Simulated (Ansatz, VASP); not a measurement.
**WC in VASP and in Ansatz**

```
W C
1.0
     0.00000    2.19268    2.19268
     2.48036    0.00000    2.19268
     2.48036    2.19268    0.00000
W C
1 1
Direct
  0.00000 0.00000 0.00000
  0.50000 0.50000 0.50000
```

Change from the starting cell: strain +0.1312 x Voigt [1, 0, 0, 0, 0, 0], atoms carried along.

Alike in both runs: task single point; functional r2SCAN; k mesh 18 × 18 × 18; occupations gaussian, width 0.15 eV; no spin polarisation.

|  | VASP | Ansatz |
| --- | --- | --- |
| version | VASP 6.6.1 | Ansatz 0.2.0 |
| potentials or method | VASP PAW PBE potentials, release 64 (W_sv, C), cutoff 520 eV | scalar-relativistic, plane waves, PAW |
| valence electrons in the cell | 18 | 18 |

VASP gave:

* gap on the k mesh at the Fermi level (eV): none
* pressure (GPa): -29.7
* traceless stress, the component that is largest in VASP (GPa): -13.12

Problem. Which values does Ansatz return?

Solution. gap on the k mesh at the Fermi level (eV): none; pressure (GPa): -30.7; traceless stress, the component that is largest in VASP (GPa): -13.11.

VASP's potentials were made for PBE, not for r2SCAN. A gap of «none» marks a metal or a gap that the smearing closes. Both programs put the cell under strong tension, so it lies far from rest at this level.

Neither program's run includes spin-orbit coupling.
